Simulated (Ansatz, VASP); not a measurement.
# Two plane-wave programs on Mg

```
CELL_PARAMETERS angstrom
3.84099 0.00000 0.00000
-1.92050 3.32640 0.00000
0.00000 0.00000 12.54457
ATOMIC_POSITIONS crystal
Mg 0.00000 0.00000 0.09375
Mg 0.00000 0.00000 0.59375
Mg 0.00000 0.00000 0.40625
Mg 0.00000 0.00000 0.90625
Mg 0.33333 0.66667 0.15625
Mg 0.66667 0.33333 0.65625
Mg 0.33333 0.66667 0.34375
Mg 0.66667 0.33333 0.84375
```

Alike in both runs: task relaxation of cell and atoms; functional PBE; k mesh 6 × 6 × 2; occupations gaussian, width 0.1 eV; no spin polarisation.

```csv
,VASP,Ansatz
version,VASP 6.6.1,Ansatz 0.2.0
potentials or method,"VASP PAW PBE potentials, release 64 (Mg), cutoff 600 eV","scalar-relativistic, plane waves, PAW"
valence electrons in the cell,16,80
```

|  | VASP | Ansatz | Ansatz less VASP |
| --- | --- | --- | --- |
| gap on the k mesh at the Fermi level, each at its own relaxed structure (eV) | none | none | - |
| relaxed volume (Å³/atom) | 32.17 | 32.15 | -0.024 |
| relaxed length of the cell vector where the two differ most in proportion (Å) | 11.750 | 11.730 | -0.0194 |

A gap of «none» marks a metal or a gap that the smearing closes. VASP's potentials hold 16 valence electrons a cell and Ansatz's 80, so a difference there can come from the potentials and not from the codes.

Noted on VASP's run: the volume moved by over 15 % at a fixed basis, so the end points are rough.
